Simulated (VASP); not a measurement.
A run of VASP 6.6.1 is set up as follows.

INCAR

```
PREC     = Accurate       # precision mode
ENCUT    = 520            # plane-wave cutoff, eV
EDIFF    = 1E-6           # SCF threshold, eV
ISMEAR   = 0              # smearing method
SIGMA    = 0.1            # smearing width, eV
LREAL    = False          # projectors in reciprocal space
LASPH    = True           # aspherical terms in the spheres
NELM     = 150            # most SCF steps
ALGO     = Normal         # electronic algorithm
ISIF     = 2              # what is computed and relaxed
LWAVE    = False          # write WAVECAR
LCHARG   = True           # write CHGCAR
ISPIN    = 2              # spin polarisation
MAGMOM   = 0 1            # initial moments
LORBIT   = 11             # projections on sites
LMAXMIX  = 4              # l up to which the mixer works
GGA      = PS             # functional
LELF     = True           # ELF
LVHAR    = True         
NBANDS   = 18             # bands
```

KPOINTS

```
Automatic mesh
0
Gamma
  10 10 9
```

POSCAR

```
AlNi
1.0
    1.9704815186     -1.9852153526      0.0000000000
    1.9704815186      1.9852153526      0.0000000000
    0.0000000000      0.0000000000      3.1502494009
Al Ni
1 1
Direct
    0.0000000000      0.0000000000      0.0000000000
    0.5000000000      0.5000000000      0.5000000000
```

Potentials or basis: VASP PAW PBE potentials, release 64 (Al, Ni).

Run with:

```sh
$ cat potpaw_PBE.64/Al/POTCAR potpaw_PBE.64/Ni/POTCAR > POTCAR
$ mpirun -np 1 vasp_std > vasp.out
```

**Question.** What does it give for the pressure?

**Answer.** -7.0 GPa.

**Question.** Predict the net moment.

**Answer.** 0.00 μB per cell.

Stress tensor (GPa, compression positive):
```
 -4.11   0.00   0.00
  0.00  -5.57   0.00
  0.00   0.00 -11.24
```

Caveat: the cell stands under tension; the PAW data sets were made with another functional, which shifts forces and pressure a little.
